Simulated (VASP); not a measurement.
Wanted: the native input for a VASP 6.6.1 run.

```yaml
Task: single point
Functional: PBE
Dispersion: D3(BJ)
Potentials_or_basis: VASP PAW PBE potentials, release 64 (Zr_sv, N)
Cutoff: 600 eV
k_mesh: 11 × 11 × 11
Occupations: fermi-dirac, width 0.15 eV
Spin: no spin polarisation
Dipole_correction: no
Further_INCAR_settings: ALGO = Normal; EDIFF = 1e-06; NBANDS = 16
```

The structure of ZrN lies in POSCAR:

```
ZrN
1.0
    0.0000000000      2.2802183083      2.2802183083
    2.2802183083      0.0000000000      2.2802183083
    2.2802183083      2.2802183083      0.0000000000
Zr N
1 1
Direct
    0.5000000000      0.5000000000      0.5000000000
    0.0000000000      0.0000000000      0.0000000000
```

These files were run (other wordings do the same):

INCAR

```
SYSTEM = ZrN
PREC     = Accurate       ! precision mode
ENCUT    = 600            ! plane-wave cutoff, eV
EDIFF    = 1E-6           ! SCF threshold, eV
ISMEAR   = -1             ! smearing method
SIGMA    = 0.15           ! smearing width, eV
LREAL    = .False.        ! projectors in reciprocal space
LASPH    = .True.         ! aspherical terms in the spheres
NELM     = 120            ! most SCF steps
ALGO     = Normal         ! electronic algorithm
ISIF     = 2              ! what is computed and relaxed
LWAVE    = .False.        ! write WAVECAR
LCHARG   = .False.        ! write CHGCAR
GGA      = PE             ! functional
IVDW     = 12             ! dispersion correction
NBANDS   = 16             ! bands
GGA_COMPAT= .False.
```

KPOINTS

```
regular mesh
0
Gamma
  11 11 11
  0 0 0
```

Potentials or basis: VASP PAW PBE potentials, release 64 (Zr_sv, N).

Command:

```console
$ cat potpaw_PBE.64/Zr_sv/POTCAR potpaw_PBE.64/N/POTCAR > POTCAR
$ mpirun -np 1 vasp_std > vasp.out
```

Results of the run:

- Pressure: 0.1 GPa
- Band gap on the k mesh: zero (an odd number of electrons rules out a gap without spin polarisation)
- Dispersion energy per atom: -0.433 eV

Wall time 28 s on 1 thread of AMD EPYC 7R13, with other jobs on the host, peak memory 0.15 GiB.
